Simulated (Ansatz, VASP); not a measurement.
# Zr: VASP beside Ansatz

The input INCAR:

```
SYSTEM = Zr
PREC = Accurate ; ENCUT = 520
EDIFF = 1E-6 ; ISMEAR = -1
SIGMA = 0.05 ; LREAL = .FALSE.
LASPH = .TRUE. ; NELM = 60
ALGO = Normal ; ISIF = 2
LWAVE = .FALSE. ; LCHARG = .FALSE.
GGA = PE ; NBANDS = 19
```

Contents of KPOINTS:

```
Automatic mesh
0
G
  8 8 4
  0 0 0
```

File POSCAR:

```
Zr
1.0
    3.2320000000      0.0000000000      0.0000000000
   -1.6160000000      2.7989941050      0.0000000000
    0.0000000000      0.0000000000      5.2499400000
Zr
2
Direct
    0.6666666667      0.3333333333      0.7500000000
    0.3333333333      0.6666666667      0.2500000000
```

Contents of input.yaml:

```yaml
crystal:
  lattice:
    - [3.232, 0.0, 0.0]
    - [-1.616, 2.798994105, 0.0]
    - [0.0, 0.0, 5.24994]
  atoms:
    - { symbol: Zr, position: [0.6666666667, 0.3333333333, 0.75] }
    - { symbol: Zr, position: [0.3333333333, 0.6666666667, 0.25] }
hamiltonian:
  xc: pbe
  pseudopotentials: { kind: paw }
kpoints:
  mp_grid: { grid: [8, 8, 4] }
  band_path:
    path:
      - [[0.0, 0.0, 0.0], [0.5, 0.0, 0.0], [0.3333333333, 0.3333333333, 0.0], [0.0, 0.0, 0.0], [0.0, 0.0, 0.5], [0.5, 0.0, 0.5], [0.3333333333, 0.3333333333, 0.5], [0.0, 0.0, 0.5]]
      - [[0.5, 0.0, 0.5], [0.5, 0.0, 0.0]]
      - [[0.3333333333, 0.3333333333, 0.0], [0.3333333333, 0.3333333333, 0.5]]
    npoints: 14
scf:
  occupations: { method: fermi_dirac, width: 0.05 }
  n_extra_bands: 6
output:
  forces: true
  stress: true
  eigenvalues: true
  fatbands: false
  write_density: true
  write_potential: true
  elf: true
  volumetric_format: npy
```

Alike in both runs: functional PBE; k mesh 8 × 8 × 4; occupations fermi-dirac, width 0.05 eV; no spin polarisation.

|  | VASP | Ansatz |
| --- | --- | --- |
| version | VASP 6.6.1 | Ansatz 0.2.0 |
| potentials or method | VASP PAW PBE potentials, release 64 (Zr_sv) | Ansatz PAW |
| plane-wave cutoff (eV) | 520 | 420 |
| valence electrons in the cell | 24 | 24 |
| task | single point | band structure |

```csv
,VASP,Ansatz,Ansatz less VASP
gap on the k mesh at the Fermi level (eV),none,none,-
pressure (GPa),-1.2,-1.2,-0.03
"traceless stress, the component that is largest in VASP (GPa)",-1.53,-1.52,+0.003
```

A gap of «none» marks a metal or a gap that the smearing closes.
